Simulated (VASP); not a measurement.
Set up this calculation in VASP 6.6.1, as the native input.

```
Task                   : single point
Functional             : revPBE
Potentials or basis    : VASP PAW PBE potentials, release 64 (In_d)
Cutoff                 : 520 eV
k mesh                 : 12 × 12 × 7
Occupations            : fermi-dirac, width 0.1 eV
Spin                   : no spin polarisation
Dipole correction      : no
Further INCAR settings : ALGO = Normal; EDIFF = 1e-06; NBANDS = 20
```

The structure of In lies in POSCAR:

```
In
1.0
    3.5738840263      0.0000000000      0.0000000000
   -1.7869420131      3.0950743569      0.0000000000
    0.0000000000      0.0000000000      5.8008605396
In
2
Direct
    0.3333333333      0.6666666667      0.2500000000
    0.6666666667      0.3333333333      0.7500000000
```

This isn't the form of In at room conditions, which is tetragonal.

One way to write it, as run:

INCAR

```
PREC = Accurate
ENCUT = 520
EDIFF = 1E-6
ISMEAR = -1
SIGMA = 0.1
LREAL = F
LASPH = T
NELM = 100
ALGO = Normal
ISIF = 2
LWAVE = F
LCHARG = F
GGA = RE
NBANDS = 20
```

KPOINTS

```
regular mesh
0
Gamma
  12 12 7
```

Potentials or basis: VASP PAW PBE potentials, release 64 (In_d).

The run is started by

```bash
$ cat potpaw_PBE.64/In_d/POTCAR > POTCAR
$ mpirun -np 1 vasp_std > vasp.out
```

Results of the run:

| Property | Result |
| --- | --- |
| Pressure | -2.6 GPa |
| Band gap on the k mesh | zero (bands 13 and 14 overlap by 3.97 eV) |

Caveat: the PAW data sets were made with another functional, which shifts forces and pressure a little; spin-orbit coupling is left out, which moves the levels of the heavy elements.

Run time: 100 s on 1 thread of Intel Xeon 8259CL, on a shared host, peak memory 0.23 GiB.
